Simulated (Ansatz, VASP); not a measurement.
Two plane-wave programs on WC

```
W C
1.0
     0.00000    2.17376    2.17376
     2.17376    0.00000    2.17376
     2.17376    2.17376    0.00000
W C
1 1
Direct
  0.00000 0.00000 0.00000
  0.50000 0.50000 0.50000
```

Alike in both runs: functional PBEsol; k mesh 8 × 8 × 8; occupations gaussian, width 0.1 eV; no spin polarisation.

Ansatz relaxed the structure, and its values are those at the end. VASP's run is a single point on that final structure, the one shown.

|  | VASP | Ansatz |
| --- | --- | --- |
| version | VASP 6.6.1 | Ansatz 0.2.0 |
| potentials or method | VASP PAW PBE potentials, release 64 (W_sv, C), cutoff 520 eV | scalar-relativistic, plane waves, PAW |
| valence electrons in the cell | 18 | 18 |

```tsv
	VASP	Ansatz	Ansatz less VASP
gap on the k mesh at the Fermi level (eV)	none	none	-
pressure (GPa)	0.8	-0.3	-1.11
```

VASP's potentials were made for PBE, not for PBEsol. A gap of «none» marks a metal or a gap that the smearing closes. With one functional, cell and mesh, what is left measures potentials, basis and numerics.

Neither program's run includes spin-orbit coupling.
